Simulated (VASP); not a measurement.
Write the native input for VASP 6.6.1 that does the following.

```yaml
Task: single point
Functional: PBE
Potentials_or_basis: VASP PAW PBE potentials, release 64 (Mg, Cd, S)
Cutoff: 520 eV
k_mesh: 12 × 12 × 4
Occupations: gaussian, width 0.02 eV
Spin: no spin polarisation
Dipole_correction: no
Further_INCAR_settings: ALGO = Normal; EDIFF = 1e-06; NBANDS = 31
```

The structure of MgCd2S3 lies in POSCAR:

```
MgCd2S3
1.0
    3.8265591420      0.0000000000      0.0000000000
   -1.9132795710      3.3138974260      0.0000000000
    0.0000000000      0.0000000000      9.3808635501
Mg Cd S
1 2 3
Direct
    0.0000000000      0.0000000000      0.0000000000
    0.3333333333      0.6666666667      0.3288206439
    0.6666666667      0.3333333333      0.6711793561
    0.0000000000      0.0000000000      0.5000000000
    0.6666666667      0.3333333333      0.1558803438
    0.3333333333      0.6666666667      0.8441196562
```

The cell was generated, and may not be a known phase.

These files were run (other wordings do the same):

INCAR

```
SYSTEM = MgCd2S3
ALGO = Normal
EDIFF = 1E-6
ENCUT = 520
GGA = PE
ISIF = 2
ISMEAR = 0
LASPH = .TRUE.
LCHARG = .TRUE.
LELF = .TRUE.
LREAL = .FALSE.
LVHAR = .TRUE.
LWAVE = .FALSE.
NBANDS = 31
NELM = 80
PREC = Accurate
SIGMA = 0.02
```

KPOINTS

```
k-points
0
G
  12 12 4
  0 0 0
```

Potentials or basis: VASP PAW PBE potentials, release 64 (Mg, Cd, S).

Run with:

```console
$ cat potpaw_PBE.64/Mg/POTCAR potpaw_PBE.64/Cd/POTCAR potpaw_PBE.64/S/POTCAR > POTCAR
$ mpirun -np 1 vasp_std > vasp.out
```

Results of the run:

| Property | Result |
| --- | --- |
| Pressure | 0.2 GPa |
| Largest force | 0.047 eV/Å |
| Band gap on the k mesh | 0.91 eV (least direct gap 1.45 eV) |

Run time: 2.1 min on 1 thread of AMD EPYC 9R45 96-Core Processor (Zen 5) (shared host), peak memory 0.34 GiB.
